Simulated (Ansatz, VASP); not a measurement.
## HfB3: VASP beside Ansatz

```xyz
8
Lattice="-0.0003 3.0311 0.0015 0.0009 -0.0010 5.1392 5.2488 0.0006 -0.0010" Properties=species:S:1:pos:R:3 pbc="T T T"
Hf    0.2199    0.7579    0.0004
Hf    2.8443   -0.7575   -0.0009
B     2.8454   -0.7580    2.5686
B     0.2210    0.7574    2.5700
B     1.0922    2.2727    3.3654
B     3.7171    0.7573    3.3641
B     1.0919    2.2733    1.7757
B     3.7168    0.7578    1.7745
```

Change from the starting cell: cell x2, atoms moved at random (sigma 0.15 Å) and cell strained at random (1.5 %), then relaxed without symmetry.

Alike in both runs: functional PBE; k mesh 8 × 4 × 4; occupations gaussian, width 0.2 eV; no spin polarisation.

Ansatz relaxed the structure, and its values are those at the end. VASP's run is a single point on that final structure, the one shown.

```csv
,VASP,Ansatz
version,VASP 6.6.1,Ansatz 0.2.0
potentials or method,"VASP PAW PBE potentials, release 64 (Hf_pv, B), cutoff 520 eV","scalar-relativistic, plane waves, PAW"
valence electrons in the cell,38,70
```

Ansatz gave:

```
gap on the k mesh at the Fermi level (eV) : none
pressure (GPa)                            : 0.0
rms of the force components (eV/Å)        : 0.004
```

Question: What did VASP give for the same quantities?

Answer: gap on the k mesh at the Fermi level (eV): none; pressure (GPa): -0.1; rms of the force components (eV/Å): 0.010.

A gap of «none» marks a metal or a gap that the smearing closes. With one functional, cell and mesh, what is left measures potentials, basis and numerics. VASP's potentials hold 38 valence electrons a cell and Ansatz's 70, so a difference there can come from the potentials and not from the codes.

Neither program's run includes spin-orbit coupling.
